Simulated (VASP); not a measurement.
## GaSb: single point with LDA

GaSb:

```
CELL_PARAMETERS angstrom
-2.78000 2.78000 1.51300
2.78000 -2.78000 1.51300
2.78000 2.78000 -1.51300
ATOMIC_POSITIONS crystal
Ga 0.25000 0.75000 0.50000
Sb 0.00000 0.00000 0.00000
```

```
Program             : VASP 6.6.1
Task                : single point
Functional          : LDA
Potentials or basis : VASP PAW LDA potentials, release 64 (Ga_d, Sb)
Cutoff              : 520 eV
k mesh              : 16 × 16 × 16
Occupations         : gaussian, width 0.15 eV
Spin                : no spin polarisation
```

```
Pressure               : -2.8 GPa
Band gap on the k mesh : zero (bands 9 and 10 overlap by 4.49 eV)
```

Stress tensor (GPa, compression positive):
```
-3.68  0.00  0.00
 0.00 -3.68  0.00
 0.00  0.00 -0.95
```

Levels at points of the mesh, in eV from the Fermi level:
```
           k point  band 5  band 6  band 7  band 8  band 9  band 10  band 11  band 12  band 13  band 14
(0.00, 0.00, 0.00)  -14.92  -12.23   -3.53   -2.18   -2.18     3.21     6.00     6.79     6.79     8.39
(0.50, 0.00, 0.00)  -14.88   -8.07   -5.63   -2.61   -1.30    -1.29     2.47     3.19     5.05     7.75
(0.50, 0.50, 0.00)  -14.91  -10.85   -8.28   -0.32    1.58     1.65     1.93     5.45     7.49     9.24
(0.50, 0.50, 0.50)  -14.91   -9.77   -6.27   -5.17   -5.17     4.55     6.04     9.87     9.87    12.51
```

Wall time 4.3 min on 1 thread of Intel Xeon 8259CL, with other jobs on the host, peak memory 0.37 GiB.

Caveat: spin-orbit coupling is left out, which moves the levels of the heavy elements.
